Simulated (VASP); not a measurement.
Write the native input for VASP 6.6.1 that does the following.

```yaml
Task: single point
Functional: PBE
Dispersion: D3(BJ)
Potentials_or_basis: VASP PAW PBE potentials, release 64 (O, Ti_sv, H)
Cutoff: 520 eV
k_mesh: 8 × 5 × 1
Occupations: gaussian, width 0.05 eV
Spin: no spin polarisation
Dipole_correction: yes
Further_INCAR_settings: LREAL = Auto; ALGO = Normal; EDIFF = 1e-07; NBANDS = 92
```

The structure of Ti6H2O13 lies in POSCAR:

```
Ti6H2O13
1.0
    3.7873671043      0.0000000000      0.0000000000
   -1.8936835521      5.1467408137      0.0000000000
    0.0000000000      0.0000000000     28.7695230012
O Ti H
13 6 2
Direct
    0.3153075005      0.6306150010      0.2954515443
    0.5991521661      0.1983043321      0.3260541020
    0.9554498239      0.9108996478      0.3463990045
    0.2392944895      0.4785889789      0.3770015622
    0.4506861627      0.9013723253      0.4178617749
    0.7345308282      0.4690616564      0.4484643326
    0.0906783366      0.1818763279      0.4689260806
    0.3782837303      0.7522398800      0.4994396783
    0.5861751310      0.1784468331      0.5404231329
    0.8696882141      0.7336546592      0.5692499915
    0.2277344071      0.4524782043      0.5978911292
    0.5302674038      0.0248537929      0.6225497338
    0.7750480292      0.5952936106      0.6647663266
    0.1353786622      0.2707573244      0.3209252744
    0.4192233278      0.8384466555      0.3515278321
    0.2707573243      0.5415146487      0.4433355050
    0.5513926927      0.1033087008      0.4733637108
    0.4082662380      0.8075936180      0.5679229962
    0.6763698353      0.3508096944      0.5962429600
    1.0396233300      0.6448057855      0.6731261165
    0.7482714993      0.7596548994      0.6545638033
```

These files were run (other wordings do the same):

INCAR

```
PREC     = Accurate       # precision mode
ENCUT    = 520            # plane-wave cutoff, eV
EDIFF    = 1E-7           # SCF threshold, eV
ISMEAR   = 0              # smearing method
SIGMA    = 0.05           # smearing width, eV
LREAL    = Auto         
LASPH    = True           # aspherical terms in the spheres
NELM     = 80             # most SCF steps
ALGO     = Normal         # electronic algorithm
ISIF     = 2              # what is computed and relaxed
LWAVE    = False          # write WAVECAR
LCHARG   = False          # write CHGCAR
LDIPOL   = True         
IDIPOL   = 3            
DIPOL    = 0.5 0.5 0.488
GGA      = PE             # functional
IVDW     = 12             # dispersion correction
NBANDS   = 92             # bands
```

KPOINTS

```
Automatic mesh
0
Gamma
  8 5 1
```

Potentials or basis: VASP PAW PBE potentials, release 64 (O, Ti_sv, H).

Command:

```console
$ cat potpaw_PBE.64/O/POTCAR potpaw_PBE.64/Ti_sv/POTCAR potpaw_PBE.64/H/POTCAR > POTCAR
$ mpirun -np 1 vasp_std > vasp.out
```

Results of the run:

```json
{
  "Largest force": "4.134 eV/Å",
  "Band gap on the k mesh": "1.96 eV (least direct gap 2.30 eV)",
  "Dispersion energy per atom": "-0.164 eV"
}
```

It took 85 min on 1 thread of Oxide Virtual Turin-like Processor, on a shared host, peak memory 0.91 GiB.
